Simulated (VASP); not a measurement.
Set up this calculation in VASP 6.6.1, as the native input.

```
Task                   : relaxation of cell and atoms
Functional             : LDA
Potentials or basis    : VASP PAW LDA potentials, release 64 (Nb_sv)
Cutoff                 : 600 eV
k mesh                 : 9 × 9 × 5
Occupations            : fermi-dirac, width 0.1 eV
Spin                   : no spin polarisation
Target pressure        : 40 GPa
Dipole correction      : no
Further INCAR settings : ALGO = Normal; EDIFF = 1e-07; IBRION = 2; EDIFFG = -0.02; NSW = 80; ISIF = 3
```

The structure of Nb lies in POSCAR:

```
Nb
1.0
    2.9600000000      0.0000000000      0.0000000000
   -1.4800000000      2.5634351952      0.0000000000
    0.0000000000      0.0000000000      4.8336800000
Nb
2
Direct
    0.3333333333      0.6666666667      0.2500000000
    0.6666666667      0.3333333333      0.7500000000
```

This isn't the form of Nb at room conditions, which is bcc.

These files were run (other wordings do the same):

INCAR

```
PREC = Accurate
ENCUT = 600
EDIFF = 1E-7
ISMEAR = -1
SIGMA = 0.1
LREAL = F
LASPH = T
NELM = 80
ALGO = Normal
ISIF = 3
LWAVE = F
LCHARG = F
GGA = CA
IBRION = 2
NSW = 80
EDIFFG = -0.02
PSTRESS = 400.0
```

KPOINTS

```
regular mesh
0
Gamma
  9 9 5
```

Potentials or basis: VASP PAW LDA potentials, release 64 (Nb_sv).

Launch:

```bash
$ cat potpaw_LDA.64/Nb_sv/POTCAR > POTCAR
$ mpirun -np 1 vasp_std > vasp.out
```

It gave:

```json
{"Relaxed volume": "14.99 Å³/atom", "Relaxed cell": "a = 2.665 Å, b = 2.665 Å, c = 4.874 Å, α = 90.00°, β = 90.00°, γ = 120.00°", "Space group after relaxing (to 0.1 Å)": "P6_3/mmc (No. 194)", "Energy change on relaxing (the run minimises the enthalpy)": "+206.3 meV/atom", "Ionic steps": "13", "Pressure after relaxing": "40.0 GPa", "Band gap on the k mesh": "zero (bands 13 and 14 overlap by 2.99 eV)"}
```

Caveat: the cell is relaxed towards a set pressure, so the run minimises the enthalpy, not the energy; the volume moved by over 15 % at a fixed basis, so the end points are rough.

It took 5.3 min on 1 thread of Intel Xeon 8259CL, on a shared host, peak memory 0.17 GiB.
